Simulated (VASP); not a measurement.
# ScAl (Pm-3m) in VASP: a series of runs

The runs below take ScAl through single point, with LDA.

Program: VASP 6.6.1. These are calculated values, not measurements. Logs are shortened: lines on timing, memory, paths and dates and some standing lists are left out, and cuts for length are marked.

### 1 The cell of the first run

Symmetry: Pm-3m, No. 221, cubic system. Conventional cell: a = 3.288 Å, b = 3.288 Å, c = 3.288 Å, α = 90.00°, β = 90.00°, γ = 90.00°. Sc (site symmetry m-3m) has 8 Al at 2.85 Å and 6 Sc at 3.29 Å within 3.8 Å. Within 3.8 Å of Al (site symmetry m-3m) lie 8 Sc at 2.85 Å and 6 Al at 3.29 Å.

### 2 Single point, LDA (volume scaled by 0.98)

Input file INCAR:

```
SYSTEM = ScAl
PREC = Accurate
ENCUT = 520
EDIFF = 1E-7
ISMEAR = -1
SIGMA = 0.15
LREAL = .FALSE.
LASPH = .TRUE.
NELM = 100
ALGO = Normal
ISIF = 2
LWAVE = .FALSE.
LCHARG = .TRUE.
GGA = CA
LELF = .TRUE.
LVHAR = .TRUE.
NBANDS = 14
```

Input file KPOINTS:

```
Automatic mesh
0
G
  12 12 12
  0 0 0
```

Input file POSCAR:

```
ScAl
1.0
    3.2881605749      0.0000000000      0.0000000000
    0.0000000000      3.2881605749      0.0000000000
    0.0000000000      0.0000000000      3.2881605749
Sc Al
1 1
Direct
    0.5000000000      0.5000000000      0.5000000000
    0.0000000000      0.0000000000      0.0000000000
```

Potentials or basis: VASP PAW LDA potentials, release 64 (Sc_sv, Al).

The run is started by

```bash
> cat potpaw_LDA.64/Sc_sv/POTCAR potpaw_LDA.64/Al/POTCAR > POTCAR
> mpirun -np 1 vasp_std > vasp.out
```

OUTCAR:

```text
SYSTEM = ScAl
   PREC = Accurate
   ENCUT = 520
   EDIFF = 1E-7
   ISMEAR = -1
   LREAL = .FALSE.
   LASPH = .TRUE.
   NELM = 100
   ISIF = 2
   GGA = CA

 ion  position               nearest neighbor table
   1  0.500  0.500  0.500-   2 2.85   2 2.85   2 2.85   2 2.85   2 2.85   2 2.85   2 2.85   2 2.85

   2  0.000  0.000  0.000-   1 2.85   1 2.85   1 2.85   1 2.85   1 2.85   1 2.85   1 2.85   1 2.85

  LATTYP: Found a simple cubic cell.
 ALAT       =     3.2881605749

  Lattice vectors:

 A1 = (   3.2881605749,   0.0000000000,   0.0000000000)
 A2 = (   0.0000000000,   3.2881605749,   0.0000000000)
 A3 = (   0.0000000000,   0.0000000000,   3.2881605749)

Analysis of symmetry for initial positions (statically):
=====================================================================
 Subroutine PRICEL returns:
 Original cell was already a primitive cell.

 Routine SETGRP: Setting up the symmetry group for a
 simple cubic supercell.

 Subroutine GETGRP returns: Found 48 space group operations
 (whereof 48 operations were pure point group operations)
 out of a pool of 48 trial point group operations.

The static configuration has the point symmetry O_h .

Analysis of symmetry for dynamics (positions and initial velocities):
=====================================================================
 Subroutine PRICEL returns:
 Original cell was already a primitive cell.

 Routine SETGRP: Setting up the symmetry group for a
 simple cubic supercell.

 Subroutine GETGRP returns: Found 48 space group operations
 (whereof 48 operations were pure point group operations)
 out of a pool of 48 trial point group operations.

The dynamic configuration has the point symmetry O_h .

 Subroutine INISYM returns: Found 48 space group operations
 (whereof 48 operations are pure point group operations),
 and found     1 'primitive' translations

----------------------------------------------------------------------------------------

                                     Primitive cell

  volume of cell :      35.5516

  direct lattice vectors                    reciprocal lattice vectors
     3.288160575  0.000000000  0.000000000     0.304121401  0.000000000  0.000000000
     0.000000000  3.288160575  0.000000000     0.000000000  0.304121401  0.000000000
     0.000000000  0.000000000  3.288160575     0.000000000  0.000000000  0.304121401

  length of vectors
     3.288160575  3.288160575  3.288160575     0.304121401  0.304121401  0.304121401

  position of ions in fractional coordinates (direct lattice)
     0.500000000  0.500000000  0.500000000
     0.000000000  0.000000000  0.000000000

  ion indices of the primitive-cell ions
   primitive index   ion index
                 1           1
                 2           2

----------------------------------------------------------------------------------------

 KPOINTS: Automatic mesh

Automatic generation of k-mesh.
 Grid dimensions read from file:
 generate k-points for:   12   12   12

 Generating k-lattice:

  Cartesian coordinates                     Fractional coordinates (reciprocal lattice)
     0.025343450  0.000000000  0.000000000     0.083333333  0.000000000  0.000000000
     0.000000000  0.025343450  0.000000000     0.000000000  0.083333333  0.000000000
     0.000000000  0.000000000  0.025343450     0.000000000  0.000000000  0.083333333

  Length of vectors
     0.025343450  0.025343450  0.025343450

  Shift w.r.t. Gamma in fractional coordinates (k-lattice)
     0.000000000  0.000000000  0.000000000

 Subroutine IBZKPT returns following result:
 ===========================================

 Found     84 irreducible k-points:

 Following reciprocal coordinates:
            Coordinates               Weight
  0.000000  0.000000  0.000000      1.000000
  0.083333  0.000000  0.000000      6.000000
  0.166667  0.000000  0.000000      6.000000
  0.250000  0.000000  0.000000      6.000000
  0.333333  0.000000  0.000000      6.000000
  0.416667  0.000000  0.000000      6.000000
[... 16 lines left out ...]
  0.333333  0.333333  0.000000     12.000000
  0.416667  0.333333  0.000000     24.000000
 [... further k-points ...]
   k-points           NKPTS =     84   k-points in BZ     NKDIM =     84   number of bands    NBANDS=     14
   number of dos      NEDOS =    301   number of ions     NIONS =      2
   total plane-waves  NPLWV =  13824
   dimension x,y,z NGX =    24 NGY =   24 NGZ =   24
   dimension x,y,z NGXF=    48 NGYF=   48 NGZF=   48
   ions per type =               1   1
   NGX,Y,Z   is equivalent  to a cutoff of  12.13, 12.13, 12.13 a.u.
   NGXF,Y,Z  is equivalent  to a cutoff of  24.27, 24.27, 24.27 a.u.
 SYSTEM =  ScAl
   PREC   = accura    normal or accurate (medium, high low for compatibility)
   ISTART =      0    job   : 0-new  1-cont  2-samecut
   ICHARG =      2    charge: 1-file 2-atom 10-const
   ISPIN  =      1    spin polarized calculation?
   LNONCOLLINEAR =      F non collinear calculations
   LSORBIT =      F    spin-orbit coupling
   LASPH  =      T    aspherical Exc in radial PAW
   ENCUT  =  520.0 eV  38.22 Ry    6.18 a.u.   6.11  6.11  6.11*2*pi/ulx,y,z
   NELM   =    100;   NELMIN=  2; NELMDL= -5     # of ELM steps
   EDIFF  = 0.1E-06   stopping-criterion for ELM
   LREAL  =      F    real-space projection
   EDIFFG = 0.1E-05   stopping-criterion for IOM
   NSW    =      0    number of steps for IOM
   IBRION =     -1    ionic relax: 0-MD 1-quasi-New 2-CG
   NFREE  =      0    steps in history (QN), initial steepest desc. (CG)
   ISIF   =      2    stress and relaxation
   ISYM   =      2    0-nonsym 1-usesym 2-fastsym
   POTIM  = 0.5000    time-step for ionic-motion
   TEBEG  =    0.0;   TEEND  =   0.0 temperature during run
   PSTRESS=    0.0 pullay stress
   NELECT =      14.0000    total number of electrons
   NUPDOWN=      -1.0000    fix difference up-down
   EMIN   =  10.00;   EMAX   =-10.00  energy-range for DOS
   EFERMI =   0.00;   METHOD = LEGACY
   ISMEAR =    -1;   SIGMA  =   0.15  broadening in eV -4-tet -1-fermi 0-gaus
   EFERMI_NEDOS =   21; number of points for ismear=-14 and -15
   IALGO  =     38    algorithm
   IMIX   =      4    mixing-type and parameters
     AMIX     =   0.40;   BMIX     =  1.00
     AMIX_MAG =   1.60;   BMIX_MAG =  1.00
  volume/ion in A,a.u.               =      17.78       119.96
  Fermi-wavevector in a.u.,A,eV,Ry     =   1.199954  2.267584 19.590878  1.439889
  Thomas-Fermi vector in A             =   2.335803
   LORBIT       =      0    0 simple, 1 ext, 2 COOP (PROOUT), +10 PAW based schemes
   GGA     = CA    functional components
   LHFCALC =     F    Hartree Fock is set to
   AEXX    =    0.0000 exact exchange contribution
   IVDW    =     0    specifies the selected vdW correction
   LEPSILON=     F    determine dielectric tensor
   LRPA    =     F    only Hartree local field effects (RPA)
 non-spin polarized calculation
  energy-cutoff  :      520.00
  volume of cell :       35.55
 maximum number of plane-waves:       976
   NGX = 13   NGY = 13   NGZ = 13

 number of electron      13.9999995 magnetization

 Free energy of the ion-electron system (eV)
  ---------------------------------------------------
  ext. energy  EPLUGINS =         0.00000000
  ---------------------------------------------------
  free energy    TOTEN  =       -11.91652099 eV

  energy without entropy =      -11.84628673  energy(sigma->0) =      -11.88140386

 E-fermi :   6.3907     XC(G=0): -10.8387

 val. band max:        6.3498917146   @ k =   0.4167   0.4167   0.0833
 cond. band min:       6.4072403613   @ k =   0.5000   0.4167   0.1667
 fundamental gap:      0.0573486467
 Fermi energy:         6.3907170571

 k-point     1 :       0.0000    0.0000    0.0000
  band No.  band energies     occupation
      1     -42.2048      2.00000
      2     -21.1292      2.00000
      3     -21.1292      2.00000
      4     -21.1292      2.00000
      5      -2.2706      2.00000
      6       5.6220      1.98818
      7       5.6220      1.98818
      8       9.3015      0.00000
      9       9.3015      0.00000
     10       9.3015      0.00000
     11      10.4854      0.00000
     12      10.4854      0.00000
     13      10.4854      0.00000
     14      15.5101      0.00000

 k-point     2 :       0.0833    0.0000    0.0000
  band No.  band energies     occupation
      1     -42.2033      2.00000
      2     -21.1459      2.00000
      3     -21.1277      2.00000
      4     -21.1277      2.00000
      5      -2.1642      2.00000
      6       5.5355      1.99334
      7       5.6762      1.98307
      8       8.9623      0.00000
      9       8.9623      0.00000
     10       9.3182      0.00000
     11      10.1922      0.00000
     12      10.8916      0.00000
     13      10.8916      0.00000
     14      15.3066      0.00000

 k-point     3 :       0.1667    0.0000    0.0000
  band No.  band energies     occupation
      1     -42.1993      2.00000
      2     -21.1913      2.00000
      3     -21.1237      2.00000
      4     -21.1237      2.00000
      5      -1.8498      2.00000
      6       5.1866      1.99935
      7       5.8319      1.95293
      8       8.4123      0.00000
      9       8.4123      0.00000
     10       9.3641      0.00000
     11       9.7542      0.00000
     12      11.6492      0.00000
     13      11.6492      0.00000
     14      14.7637      0.00000
[... 324 lines left out ...]
 k-point    23 :       0.3333    0.3333    0.0000
  band No.  band energies     occupation
      1     -42.1724      2.00000
      2     -21.2908      2.00000
      3     -21.2837      2.00000
      4     -21.0962      2.00000
      5       0.5484      2.00000
      6       4.1548      2.00000
      7       4.8473      1.99993
      8       6.9822      0.03802
      9       7.8992      0.00009
     10       8.3002      0.00001
     11      10.2796      0.00000
     12      11.5038      0.00000
     13      13.3694      0.00000
     14      14.3689      0.00000

 k-point    24 :       0.4167    0.3333    0.0000
  band No.  band energies     occupation
      1     -42.1685      2.00000
      2     -21.3292      2.00000
      3     -21.2808      2.00000
      4     -21.0922      2.00000
      5       1.0389      2.00000
      6       3.6760      2.00000
      7       5.0495      1.99974
      8       6.7089      0.21410
      9       7.8260      0.00014
     10       8.2799      0.00001
     11      10.3391      0.00000
     12      11.7785      0.00000
     13      12.7656      0.00000
     14      14.3059      0.00000

 [... further k-points ...]

------------------------ aborting loop because EDIFF is reached ----------------------------------------

  FORCE on cell =-STRESS in cart. coord.  units (eV):
  Direction    XX          YY          ZZ          XY          YZ          ZX
  --------------------------------------------------------------------------------------
  -------------------------------------------------------------------------------------
  Total        0.4474386      0.4474386      0.4474386      0.0000000     -0.0000000      0.0000000
  in kB       20.1643831     20.1643831     20.1643831      0.0000000     -0.0000000      0.0000000
  external PRESSURE =      20.1643831 kB  Pullay stress =       0.0000000 kB

 VOLUME and BASIS-vectors are now :
 -----------------------------------------------------------------------------
  energy-cutoff  :      520.00
  volume of cell :       35.55
      direct lattice vectors                 reciprocal lattice vectors
     3.288160575  0.000000000  0.000000000     0.304121401  0.000000000  0.000000000
     0.000000000  3.288160575  0.000000000     0.000000000  0.304121401  0.000000000
     0.000000000  0.000000000  3.288160575     0.000000000  0.000000000  0.304121401

 POSITION                                       TOTAL-FORCE (eV/Angst)
 -----------------------------------------------------------------------------------
      1.64408      1.64408      1.64408         0.000000      0.000000      0.000000
      0.00000      0.00000      0.00000         0.000000      0.000000      0.000000
 -----------------------------------------------------------------------------------
    total drift:                                0.000000     -0.000000     -0.000000

  FREE ENERGIE OF THE ION-ELECTRON SYSTEM (eV)
  ---------------------------------------------------
  free  energy   TOTEN  =       -11.9165209936 eV

  energy  without entropy=      -11.8462867265  energy(sigma->0) =      -11.88140386
```

It took 24 s on 1 thread of AMD EPYC 7R43 (Zen 3), shared host; peak memory 0.12 GiB.

Results:

- Free energy: -11.9165 eV
- Pressure: 2.0 GPa
- Band gap on the k mesh: zero (band 7 reaches 6.72 eV, above the bottom of band 8 at 5.56 eV)

Levels at points of the mesh, in eV from the Fermi level:
```tsv
k point	band 4	band 5	band 6	band 7	band 8	band 9	band 10	band 11
(0.00, 0.00, 0.00)	-27.52	-8.66	-0.77	-0.77	2.91	2.91	2.91	4.09
(0.50, 0.00, 0.00)	-27.50	-5.67	-4.64	0.25	0.83	0.83	3.17	4.16
(0.50, 0.50, 0.00)	-27.48	-4.84	-1.75	-1.75	-0.83	1.61	1.61	4.01
(0.50, 0.50, 0.50)	-27.69	-2.69	-2.69	-2.69	-0.15	3.25	3.25	3.25
```

Caveat: the cell differs from its parent crystal (volume scaled by 0.98).

### 3 Single point, LDA

This run uses another cell than the first one, of 18.09 Å³/atom, 1.018 times its volume.

Input file INCAR:

```
  PREC = Accurate
  ENCUT = 520
  EDIFF = 1E-6
  ISMEAR = 0
  SIGMA = 0.1
  LREAL = False
  LASPH = True
  NELM = 60
  ALGO = Normal
  ISIF = 2
  LWAVE = False
  LCHARG = False
  NBANDS = 14
```

Input file KPOINTS:

```
Automatic mesh
0
Gamma
  12 12 12
```

Input file POSCAR:

```
ScAl
1.0
    3.3076961103      0.0000000000      0.0000000000
    0.0000000000      3.3076961103      0.0000000000
    0.0000000000      0.0000000000      3.3076961103
Sc Al
1 1
Direct
    0.5000000000      0.5000000000      0.5000000000
    0.0000000000      0.0000000000      0.0000000000
```

Potentials or basis: VASP PAW LDA potentials, release 64 (Sc_sv, Al).

The run is started by

```bash
> cat potpaw_LDA.64/Sc_sv/POTCAR potpaw_LDA.64/Al/POTCAR > POTCAR
> mpirun -np 1 vasp_std > vasp.out
```

Wall time 33 s (1 thread of AMD EPYC 7R43 (Zen 3), shared host); peak memory 0.13 GiB.

The run converged. Its results:

```yaml
Free_energy: -11.8914 eV
Pressure: 0.2 GPa
Band_gap_on_the_k_mesh: zero (band 7 reaches 6.57 eV, above the bottom of band 8 at 5.42 eV)
```

Levels at points of the mesh, in eV from the Fermi level:
| k point | band 3 | band 4 | band 5 | band 6 | band 7 | band 8 | band 9 | band 10 | band 11 | band 12 |
| --- | --- | --- | --- | --- | --- | --- | --- | --- | --- | --- |
| (0.00, 0.00, 0.00) | -27.59 | -27.59 | -8.60 | -0.75 | -0.75 | 2.84 | 2.84 | 2.84 | 4.01 | 4.01 |
| (0.50, 0.00, 0.00) | -27.57 | -27.57 | -5.66 | -4.61 | 0.24 | 0.80 | 0.80 | 3.09 | 4.05 | 6.21 |
| (0.50, 0.50, 0.00) | -27.78 | -27.55 | -4.81 | -1.76 | -1.76 | -0.83 | 1.57 | 1.57 | 3.91 | 5.28 |
| (0.50, 0.50, 0.50) | -27.75 | -27.75 | -2.66 | -2.66 | -2.66 | -0.24 | 3.18 | 3.18 | 3.18 | 3.99 |

### 4 Single point, LDA

This run uses another cell than the first one, of 18.14 Å³/atom, 1.020 times its volume.

Input file INCAR:

```
ALGO = Normal
EDIFF = 1E-6
ENCUT = 520
GGA = CA
ISIF = 2
ISMEAR = -1
LASPH = T
LCHARG = F
LREAL = F
LWAVE = F
NBANDS = 14
NELM = 80
PREC = Accurate
SIGMA = 0.15
```

Input file KPOINTS:

```
k-points
0
Gamma
  12 12 12
```

Input file POSCAR:

```
ScAl
1.0
    3.3103785501      0.0000000000      0.0000000000
    0.0000000000      3.3103785501      0.0000000000
    0.0000000000      0.0000000000      3.3103785501
Sc Al
1 1
Direct
    0.5000000000      0.5000000000      0.5000000000
    0.0000000000      0.0000000000      0.0000000000
```

Potentials or basis: VASP PAW LDA potentials, release 64 (Sc_sv, Al).

The run is started by

```bash
> cat potpaw_LDA.64/Sc_sv/POTCAR potpaw_LDA.64/Al/POTCAR > POTCAR
> mpirun -np 1 vasp_std > vasp.out
```

OUTCAR:

```text
EDIFF = 1E-6
   ENCUT = 520
   GGA = CA
   ISIF = 2
   ISMEAR = -1
   LASPH = T
   LREAL = F
   NELM = 80
   PREC = Accurate

 ion  position               nearest neighbor table
   1  0.500  0.500  0.500-   2 2.87   2 2.87   2 2.87   2 2.87   2 2.87   2 2.87   2 2.87   2 2.87

   2  0.000  0.000  0.000-   1 2.87   1 2.87   1 2.87   1 2.87   1 2.87   1 2.87   1 2.87   1 2.87

  LATTYP: Found a simple cubic cell.
 ALAT       =     3.3103785501
[... 595 lines left out ...]

 [... further k-points ...]

------------------------ aborting loop because EDIFF is reached ----------------------------------------

  FORCE on cell =-STRESS in cart. coord.  units (eV):
  Direction    XX          YY          ZZ          XY          YZ          ZX
  --------------------------------------------------------------------------------------
  -------------------------------------------------------------------------------------
  Total        0.0441752      0.0441752      0.0441752     -0.0000000      0.0000000      0.0000000
  in kB        1.9509957      1.9509957      1.9509957     -0.0000000      0.0000000      0.0000000
  external PRESSURE =       1.9509957 kB  Pullay stress =       0.0000000 kB

 VOLUME and BASIS-vectors are now :
 -----------------------------------------------------------------------------
  energy-cutoff  :      520.00
  volume of cell :       36.28
      direct lattice vectors                 reciprocal lattice vectors
     3.310378550  0.000000000  0.000000000     0.302080256  0.000000000  0.000000000
     0.000000000  3.310378550  0.000000000     0.000000000  0.302080256  0.000000000
     0.000000000  0.000000000  3.310378550     0.000000000  0.000000000  0.302080256

 POSITION                                       TOTAL-FORCE (eV/Angst)
 -----------------------------------------------------------------------------------
      1.65519      1.65519      1.65519         0.000000      0.000000      0.000000
      0.00000      0.00000      0.00000         0.000000      0.000000      0.000000
 -----------------------------------------------------------------------------------
    total drift:                                0.000000      0.000000      0.000000

  FREE ENERGIE OF THE ION-ELECTRON SYSTEM (eV)
  ---------------------------------------------------
  free  energy   TOTEN  =       -11.9216599134 eV

  energy  without entropy=      -11.8488627976  energy(sigma->0) =      -11.88526136
```

Run time: 43 s. Hardware: 1 thread of AMD EPYC 7R43 (Zen 3), shared host; peak memory 0.14 GiB.

Results:

```yaml
Free_energy: -11.9217 eV
Pressure: 0.2 GPa
Band_gap_on_the_k_mesh: zero (band 7 reaches 6.56 eV, above the bottom of band 8 at 5.41 eV)
```

### 5 Overview

| cell | smearing | gap on the mesh (eV) | pressure (GPa) |
| --- | --- | --- | --- |
| a = 3.288 Å, 2 atoms | fermi-dirac 0.15 eV | none | 2.0 |
| a = 3.308 Å, 2 atoms | gaussian 0.1 eV | none | 0.2 |
| a = 3.310 Å, 2 atoms | fermi-dirac 0.15 eV | none | 0.2 |

Alike in all rows: task single point; level LDA; potentials or basis VASP PAW LDA potentials, release 64 (Sc_sv, Al); no spin polarisation; k mesh 12 × 12 × 12; cutoff (eV) 520.

Total energies depend on the potentials used, so only differences within one code and one set of settings carry meaning.
